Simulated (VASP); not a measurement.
K3Ag, 4 atoms in the cell. The structure is cubic, space group Pm-3m (No. 221). Conventional cell: a = 5.778 Å, b = 5.778 Å, c = 5.778 Å, α = 90.00°, β = 90.00°, γ = 90.00°. Within 5.4 Å of K (site symmetry 4/mmm) lie 8 K at 4.09 Å and 4 Ag at 4.09 Å. Within 5.4 Å of Ag (site symmetry m-3m) lie 12 K at 4.09 Å. 

- Program: VASP 6.6.1
- Task: single point
- Functional: PBEsol
- Potentials or basis: VASP PAW PBE potentials, release 64 (K_sv, Ag)
- Cutoff: 520 eV
- k mesh: 2 × 2 × 2
- Occupations: fermi-dirac, width 0.1 eV
- Spin: no spin polarisation
- Dipole correction: no
- Further INCAR settings: ALGO = Normal; EDIFF = 1e-07; NBANDS = 27

Potentials or basis: VASP PAW PBE potentials, release 64 (K_sv, Ag).

Launch:

```sh
$ cat potpaw_PBE.64/K_sv/POTCAR potpaw_PBE.64/Ag/POTCAR > POTCAR
$ mpirun -np 1 vasp_std > vasp.out
```

Hardware: 1 thread of AMD EPYC 7R13 Processor (Zen 3) (shared host).

**Question.** Estimate the wall time of this run.

**Answer.** Wall time 22 s on 1 thread of AMD EPYC 7R13 Processor (Zen 3), with other jobs on the host, peak memory 0.27 GiB. Counts: scf iterations 15, k points 4.
